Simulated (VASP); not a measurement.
**AlRu (CsCl type): single point with HSE06**

The system is AlRu (CsCl type).

```
Ru Al
1.0
     3.00997    0.00000    0.00000
     0.00000    3.00997    0.00000
     0.00000    0.00000    3.00997
Ru Al
1 1
Direct
  0.00000 0.00000 0.00000
  0.50000 0.50000 0.50000
```

```yaml
Program: VASP 6.6.1
Task: single point
Functional: HSE06
Potentials_or_basis: VASP PAW PBE potentials, release 64 (Ru_sv, Al)
Cutoff: 420 eV
k_mesh: 4 × 4 × 4
Occupations: fermi-dirac, width 0.1 eV
Spin: no spin polarisation
```

```
Pressure               : -11.6 GPa
Band gap on the k mesh : zero (an odd number of electrons rules out a gap without spin polarisation)
```

Levels at points of the mesh, in eV from the Fermi level:
```
           k point  band 6  band 7  band 8  band 9  band 10  band 11  band 12  band 13  band 14  band 15
(0.00, 0.00, 0.00)   -4.03   -4.03   -0.21   -0.21    -0.21     6.70     6.70     6.70    12.08    12.08
(0.50, 0.00, 0.00)   -6.15   -3.17   -2.16   -2.16     0.13     2.98     8.21    11.98    11.98    13.72
(0.50, 0.50, 0.00)   -3.47   -1.64   -1.64   -1.57    -1.57     2.11     6.20     6.84    11.45    15.39
(0.50, 0.50, 0.50)   -5.42   -5.42    2.16    2.16     3.01     4.64     4.64     4.64     9.32     9.32
```

Run time: 5 min on 1 thread of AMD EPYC 7R43 64-Core Processor (Zen 3) (shared host), peak memory 0.19 GiB.

Caveat: the k points lie up to 0.52 Å⁻¹ apart, too coarse for converged energies and pressures of a metal; the PAW data sets were made with another functional, which shifts forces and pressure a little.
